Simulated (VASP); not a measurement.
## AgRh: single point with r2SCAN0

The system is AgRh.

```
CELL_PARAMETERS angstrom
2.77759 0.00000 0.00000
-1.38879 2.40546 0.00000
0.00000 0.00000 4.80860
ATOMIC_POSITIONS crystal
Ag 0.00000 0.00000 0.50000
Rh 0.66667 0.33333 0.00000
```

```yaml
Program: VASP 6.6.1
Task: single point
Functional: r2SCAN0
Potentials_or_basis: VASP PAW PBE potentials, release 64 (Ag, Rh_pv)
Cutoff: 520 eV
k_mesh: 6 × 6 × 3
Occupations: fermi-dirac, width 0.05 eV
Spin: no spin polarisation
```

```
Pressure               : -8.7 GPa
Band gap on the k mesh : zero (bands 13 and 14 overlap by 2.28 eV)
```

Stress tensor (GPa, compression positive):
```
-9.98  0.00  0.00
 0.00 -9.98  0.00
 0.00  0.00 -6.23
```

Levels at points of the mesh, in eV from the Fermi level:
```tsv
k point	band 9	band 10	band 11	band 12	band 13	band 14	band 15	band 16	band 17	band 18
(0.00, 0.00, 0.00)	-4.11	-4.11	-2.26	-2.26	0.79	0.79	1.43	7.31	19.16	19.89
(0.50, 0.00, 0.00)	-3.42	-3.15	-1.98	-0.58	2.20	3.00	5.73	10.67	10.92	14.31
```

It took 32 min on 1 thread of Intel(R) Xeon(R) Platinum 8375C CPU @ 2.90GHz (Ice Lake) (shared host), peak memory 0.17 GiB.

Caveat: the k points lie up to 0.44 Å⁻¹ apart, too coarse for converged energies and pressures of a metal; the PAW data sets were made with another functional, which shifts forces and pressure a little.
